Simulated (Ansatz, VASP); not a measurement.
# Si4BN3 in VASP and in Ansatz

```xyz
8
Lattice="-1.3733 -2.3775 0.0177 1.3725 -2.3779 0.0074 -0.2046 -0.2000 16.9082" Properties=species:S:1:pos:R:3 pbc="T T T"
Si   -0.0620   -2.6002    8.1947
Si   -0.0714   -2.6136    5.7947
Si   -0.0871   -2.6383    0.9452
Si   -0.0778   -2.6250    3.3453
B    -0.1013   -4.3462   13.0508
N    -0.1016   -2.7615   13.0423
N    -0.0591   -1.0119    8.8204
N    -0.0897   -4.2266    0.3199
```

Change from the starting cell: cell x1, atoms moved at random (sigma 0.1 Å) and cell strained at random (1.5 %), then relaxed without symmetry.

Alike in both runs: functional PBE; k mesh 10 × 10 × 2; occupations gaussian, width 0.2 eV; no spin polarisation.

Ansatz relaxed the structure, and its values are those at the end. VASP's run is a single point on that final structure, the one shown.

|  | VASP | Ansatz |
| --- | --- | --- |
| version | VASP 6.6.1 | Ansatz 0.2.0 |
| potentials or method | VASP PAW PBE potentials, release 64 (Si, B, N), cutoff 520 eV | scalar-relativistic, plane waves, PAW |
| valence electrons in the cell | 34 | 34 |

|  | VASP | Ansatz | Ansatz less VASP |
| --- | --- | --- | --- |
| gap on the k mesh at the Fermi level (eV) | none | none | - |
| pressure (GPa) | -0.1 | 0.0 | +0.05 |
| rms of the force components (eV/Å) | 0.011 | 0.006 | -0.0054 |

A gap of «none» marks a metal or a gap that the smearing closes. With one functional, cell and mesh, what is left measures potentials, basis and numerics.
